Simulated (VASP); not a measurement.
Input of a VASP 6.6.1 run:

File INCAR:

```
SYSTEM = TiSi16
ALGO = Normal ; EDIFF = 1E-6
ENCUT = 520 ; GGA = PE
ISIF = 2 ; ISMEAR = 0
LASPH = .TRUE. ; LCHARG = .FALSE.
LREAL = Auto ; LWAVE = .FALSE.
NBANDS = 52 ; NELM = 80
PREC = Accurate ; SIGMA = 0.05
```

KPOINTS

```
k-points
0
G
  2 2 2
  0 0 0
```

POSCAR

```
TiSi16
1.0
    0.0000000000      5.4300000000      5.4300000000
    5.4300000000      0.0000000000      5.4300000000
    5.4300000000      5.4300000000      0.0000000000
Si Ti
16 1
Direct
    0.0393630755     -0.0134286372     -0.0127015654
    0.1330252302      0.1251283610      0.1255651934
   -0.0107550645      0.0131616943      0.4990204420
    0.1333350829      0.1249569982      0.6166374770
   -0.0106924494      0.4984968692      0.0135725599
    0.1329791897      0.6161412523      0.1256007366
   -0.0106880295      0.4984377532      0.4990117864
    0.0900290976      0.6363160221      0.6371416206
    0.5053096685      0.0092402394      0.0081639963
    0.6669878453      0.1113651934      0.1104896869
    0.5051687845      0.0093175875      0.4764818600
    0.6121913444      0.1534337017      0.6168337017
    0.5054510129      0.4775607735      0.0080981584
    0.6120013812      0.6178879374      0.1525115101
    0.4583046041      0.5144370166      0.5131882136
    0.6122292818      0.6178232044      0.6168250460
    0.6812870166      0.7733492634      0.7722851750
```

Potentials or basis: VASP PAW PBE potentials, release 64 (Si, Ti_sv).

Command:

```sh
$ cat potpaw_PBE.64/Si/POTCAR potpaw_PBE.64/Ti_sv/POTCAR > POTCAR
$ mpirun -np 1 vasp_std > vasp.out
```

Task: Estimate the pressure.

Result: 4.1 GPa.

Task: Estimate the band gap on the k mesh.

Result: Zero (band 38 reaches 6.91 eV, above the bottom of band 39 at 6.60 eV).

Task: What does it give for the largest force?

Result: 2.154 eV/Å.

Stress tensor (GPa, compression positive):
```
 4.12  0.43  0.41
 0.43  4.09 -0.42
 0.41 -0.42  4.13
```

Caveat: the k points lie up to 0.50 Å⁻¹ apart.
